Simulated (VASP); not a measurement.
Write the native input for VASP 6.6.1 that does the following.

| Property | Result |
| --- | --- |
| Task | single point |
| Functional | RPBE |
| Dispersion | D4 |
| Potentials or basis | VASP PAW PBE potentials, release 64 (W_sv) |
| Cutoff | 520 eV |
| k mesh | 12 × 12 × 12 |
| Occupations | fermi-dirac, width 0.05 eV |
| Spin | no spin polarisation |
| Dipole correction | no |
| Further INCAR settings | ALGO = Normal; EDIFF = 1e-07; NBANDS = 13 |

The structure of W lies in POSCAR:

```
W
1.0
   -1.5783887361      1.5783887361      1.5783887361
    1.5783887361     -1.5783887361      1.5783887361
    1.5783887361      1.5783887361     -1.5783887361
W
1
Direct
    0.0000000000      0.0000000000      0.0000000000
```

One way to write it, as run:

INCAR

```
SYSTEM = W
PREC     = Accurate       ! precision mode
ENCUT    = 520            ! plane-wave cutoff, eV
EDIFF    = 1E-7           ! SCF threshold, eV
ISMEAR   = -1             ! smearing method
SIGMA    = 0.05           ! smearing width, eV
LREAL    = .False.        ! projectors in reciprocal space
LASPH    = .True.         ! aspherical terms in the spheres
NELM     = 60             ! most SCF steps
ALGO     = Normal         ! electronic algorithm
ISIF     = 2              ! what is computed and relaxed
LWAVE    = .False.        ! write WAVECAR
LCHARG   = .False.        ! write CHGCAR
GGA      = RP             ! functional
IVDW     = 13             ! dispersion correction
NBANDS   = 13             ! bands
```

KPOINTS

```
regular mesh
0
Gamma
  12 12 12
  0 0 0
```

Potentials or basis: VASP PAW PBE potentials, release 64 (W_sv).

Run with:

```console
$ cat potpaw_PBE.64/W_sv/POTCAR > POTCAR
$ mpirun -np 1 vasp_std > vasp.out
```

It gave:

```yaml
Pressure: 0.6 GPa
Band_gap_on_the_k_mesh: zero (band 7 reaches 16.86 eV, above the bottom of band 8 at 10.40 eV)
Dispersion_energy_per_atom: -1.226 eV
```

Caveat: the PAW data sets were made with another functional, which shifts forces and pressure a little; spin-orbit coupling is left out, which moves the levels of the heavy elements; pairwise dispersion overbinds metals, which lowers pressure and volume.

Wall time 5.9 s on 1 thread of Intel(R) Xeon(R) 6975P-C (Granite Rapids), with other jobs on the host, peak memory 0.13 GiB.
